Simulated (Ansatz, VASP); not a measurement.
# CuNiF4 in VASP and in Ansatz

```
CELL_PARAMETERS angstrom
0.00000 3.13014 3.13014
3.13014 0.00000 3.13014
3.13014 3.13014 0.00000
ATOMIC_POSITIONS crystal
Cu 0.00000 0.00000 0.00000
Ni 0.75000 0.75000 0.75000
F 0.37500 0.87500 0.37500
F 0.37500 0.37500 0.87500
F 0.37500 0.37500 0.37500
F 0.87500 0.37500 0.37500
```

Alike in both runs: task relaxation of cell and atoms; functional PBE; k mesh 6 × 6 × 6; occupations gaussian, width 0.1 eV; collinear spin.

|  | VASP | Ansatz |
| --- | --- | --- |
| version | VASP 6.6.1 | Ansatz 0.2.0 |
| potentials or method | VASP PAW PBE potentials, release 64 (Cu, Ni, F), cutoff 600 eV | scalar-relativistic, plane waves, PAW |
| valence electrons in the cell | 49 | 65 |

VASP gave:

| Quantity | Value |
| --- | --- |
| gap on the k mesh at the Fermi level, each at its own relaxed structure (eV) | none |
| net moment per atom (μB) | 0.01 |
| size of the moment on the site where the two differ most (μB) | 0.01 |
| relaxed volume (Å³/atom) | 11.06 |
| relaxed cell length with the largest relative difference (Å) | 4.545 |

Q: Which values does Ansatz return?

A: gap on the k mesh at the Fermi level, each at its own relaxed structure (eV): none; net moment per atom (μB): 0.52; size of the moment on the site where the two differ most (μB): 0.13; relaxed volume (Å³/atom): 11.05; relaxed cell length with the largest relative difference (Å): 4.543.

The net moments are unlike, so the other rows may belong to different states. Site moments also hang on the region over which each program counts them. A gap of «none» marks a metal or a gap that the smearing closes. VASP's potentials hold 49 valence electrons a cell and Ansatz's 65, so a difference there can come from the potentials and not from the codes.
